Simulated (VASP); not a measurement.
Set up this calculation in VASP 6.6.1, as the native input.

* Task: relaxation of cell and atoms
* Functional: PBE
* Potentials or basis: VASP PAW PBE potentials, release 64 (Sr_sv, Si)
* Cutoff: 600 eV
* k mesh: 4 × 4 × 4
* Occupations: gaussian, width 0.1 eV
* Spin: no spin polarisation
* Dipole correction: no
* Further INCAR settings: ALGO = Normal; EDIFF = 1e-06; IBRION = 2; EDIFFG = -0.04; NSW = 90; ISIF = 3

The structure of Sr3Si lies in POSCAR:

```
Sr3Si
1.0
    4.7740925659      0.0000000000      0.0000000000
    0.0000000000      4.7740925659      0.0000000000
    0.0000000000      0.0000000000      4.7250215577
Sr Si
3 1
Direct
    0.0000000000      0.5000000000      0.5000000000
    0.5000000000      0.0000000000      0.5000000000
    0.5000000000      0.5000000000      0.0000000000
    0.0000000000      0.0000000000      0.0000000000
```

One way to write it, as run:

INCAR

```
PREC     = Accurate       # precision mode
ENCUT    = 600            # plane-wave cutoff, eV
EDIFF    = 1E-6           # SCF threshold, eV
ISMEAR   = 0              # smearing method
SIGMA    = 0.1            # smearing width, eV
LREAL    = False          # projectors in reciprocal space
LASPH    = True           # aspherical terms in the spheres
NELM     = 80             # most SCF steps
ALGO     = Normal         # electronic algorithm
ISIF     = 3              # what is computed and relaxed
LWAVE    = False          # write WAVECAR
LCHARG   = False          # write CHGCAR
GGA      = PE             # functional
IBRION   = 2              # ionic algorithm
NSW      = 90             # ionic steps
EDIFFG   = -0.04          # ionic threshold
```

KPOINTS

```
regular mesh
0
Gamma
  4 4 4
```

Potentials or basis: VASP PAW PBE potentials, release 64 (Sr_sv, Si).

Launch:

```bash
$ cat potpaw_PBE.64/Sr_sv/POTCAR potpaw_PBE.64/Si/POTCAR > POTCAR
$ mpirun -np 1 vasp_std > vasp.out
```

It gave:

- Relaxed volume: 35.04 Å³/atom
- Relaxed cell: a = 5.203 Å, b = 5.203 Å, c = 5.177 Å, α = 90.00°, β = 90.00°, γ = 90.00°
- Space group after relaxing (to 0.1 Å): Pm-3m (No. 221)
- Energy gained by relaxing: 199.7 meV/atom
- Ionic steps: 4
- Pressure after relaxing: 0.0 GPa
- Band gap on the k mesh: zero (bands 17 and 18 overlap by 0.52 eV)

Caveat: the volume moved by over 15 % at a fixed basis, so the end points are rough.

It took 3.8 min on 1 thread of AMD EPYC 7R13, with other jobs on the host, peak memory 0.24 GiB.
